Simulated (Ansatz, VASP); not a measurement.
# One calculation of YTe, two programs

```
CELL_PARAMETERS angstrom
0.00000 3.00631 3.00631
3.00631 0.00000 3.00631
3.00631 3.00631 0.00000
ATOMIC_POSITIONS crystal
Y 0.00000 0.00000 0.00000
Te 0.50000 0.50000 0.50000
```

Change from the starting cell: volume scaled by 0.96.

Alike in both runs: task single point; functional PBEsol; k mesh 12 × 12 × 12; occupations fermi-dirac, width 0.05 eV; no spin polarisation.

|  | VASP | Ansatz |
| --- | --- | --- |
| version | VASP 6.6.1 | Ansatz 0.2.0 |
| potentials or method | VASP PAW PBE potentials, release 64 (Y_sv, Te), cutoff 520 eV | all-electron LAPW, scalar-relativistic |

Ansatz gave:

| Quantity | Value |
| --- | --- |
| pressure (GPa) | 2.5 |

Task: What did VASP give for the same quantities?

Result: Pressure (GPa): 2.6.

VASP's potentials were made for PBE, not for PBEsol. Ansatz ran all-electron here, and VASP with PAW potentials.

Spin-orbit coupling is off throughout.
